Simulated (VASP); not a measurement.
Wanted: the native input for a VASP 6.6.1 run.

- Task: single point
- Functional: PBE
- Potentials or basis: VASP PAW PBE potentials, release 64 (C)
- Cutoff: 520 eV
- k mesh: 6 × 6 × 6
- Occupations: gaussian, width 0.01 eV
- Spin: no spin polarisation
- Dipole correction: no
- Further INCAR settings: ALGO = Normal; EDIFF = 1e-06; NBANDS = 11

The structure of C lies in POSCAR:

```
C
1.0
    0.0000000000      1.7801243542      1.7801243542
    1.7801243542      0.0000000000      1.7801243542
    1.7801243542      1.7801243542      0.0000000000
C
2
Direct
    0.0000000000      0.0000000000      0.0000000000
    0.2500000000      0.2500000000      0.2500000000
```

These files were run (other wordings do the same):

INCAR

```
PREC = Accurate
ENCUT = 520
EDIFF = 1E-6
ISMEAR = 0
SIGMA = 0.01
LREAL = False
LASPH = True
NELM = 60
ALGO = Normal
ISIF = 2
LWAVE = False
LCHARG = False
GGA = PE
NBANDS = 11
```

KPOINTS

```
Automatic mesh
0
Gamma
  6 6 6
```

Potentials or basis: VASP PAW PBE potentials, release 64 (C).

The run is started by

```sh
$ cat potpaw_PBE.64/C/POTCAR > POTCAR
$ mpirun -np 1 vasp_std > vasp.out
```

Results of the run:

* Pressure: 5.0 GPa
* Band gap on the k mesh: 4.16 eV, indirect (least direct gap 5.60 eV)

Caveat: the k points lie up to 0.51 Å⁻¹ apart.

It took 1.5 s on 1 thread of Intel(R) Xeon(R) 6975P-C (Granite Rapids), with other jobs on the host, peak memory 0.11 GiB.
